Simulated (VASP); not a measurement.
A run of VASP 6.6.1:

INCAR

```
SYSTEM = Ge
PREC = Accurate
ENCUT = 520
EDIFF = 1E-6
ISMEAR = -1
SIGMA = 0.05
LREAL = .FALSE.
LASPH = .TRUE.
NELM = 80
ALGO = Normal
ISIF = 2
LWAVE = .FALSE.
LCHARG = .FALSE.
GGA = PE
NBANDS = 21
```

The input KPOINTS:

```
Automatic mesh
0
G
  8 8 8
  0 0 0
```

The input POSCAR:

```
Ge
1.0
    0.0000000000      2.8808010893      2.8808010893
    2.8808010893      0.0000000000      2.8808010893
    2.8808010893      2.8808010893      0.0000000000
Ge
2
Direct
    0.7500000000      0.7500000000      0.7500000000
    0.5000000000      0.5000000000      0.5000000000
```

Potentials or basis: VASP PAW PBE potentials, release 64 (Ge_d).

The run is started by

```console
$ cat potpaw_PBE.64/Ge_d/POTCAR > POTCAR
$ mpirun -np 1 vasp_std > vasp.out
```

Hardware: 1 thread of Intel(R) Xeon(R) 6975P-C (Granite Rapids), with other jobs on the host.

Q: How long does it take, and how much memory?

A: It took 11 s on 1 thread of Intel(R) Xeon(R) 6975P-C (Granite Rapids), with other jobs on the host, peak memory 0.17 GiB. Counts: scf iterations 12, k points 29.
